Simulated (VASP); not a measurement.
Input of a VASP 6.6.1 run:

Contents of INCAR:

```
SYSTEM = AlCo
ALGO = Fast
EDIFF = 1E-7
ENCUT = 520
GGA = PE
ISIF = 2
ISMEAR = 0
LASPH = .True.
LCHARG = .False.
LREAL = .False.
LWAVE = .False.
NBANDS = 27
NELM = 80
PREC = Accurate
SIGMA = 0.15
```

KPOINTS

```
k-points
0
Gamma
  21 21 7
  0 0 0
```

POSCAR

```
AlCo
1.0
    0.0000000000     -2.8519024102      0.0000000000
    0.0000000000      0.0000000000     -2.8519024102
    8.5557072306      0.0000000000      0.0000000000
Al Co
3 3
Direct
    1.0000000000      1.0000000000      0.3333333333
    1.0000000000      1.0000000000      0.6666666667
    1.0000000000      1.0000000000      0.0000000000
    0.5000000000      0.5000000000      0.1666666667
    0.5000000000      0.5000000000      0.5000000000
    0.5000000000      0.5000000000      0.8333333333
```

Potentials or basis: VASP PAW PBE potentials, release 64 (Al, Co).

The run is started by

```bash
$ cat potpaw_PBE.64/Al/POTCAR potpaw_PBE.64/Co/POTCAR > POTCAR
$ mpirun -np 1 vasp_std > vasp.out
```

(1) Predict the band gap on the k mesh.

(2) Estimate the pressure.

Answers

(1) zero (band 18 reaches 11.40 eV, above the bottom of band 19 at 10.33 eV).

(2) -0.1 GPa.
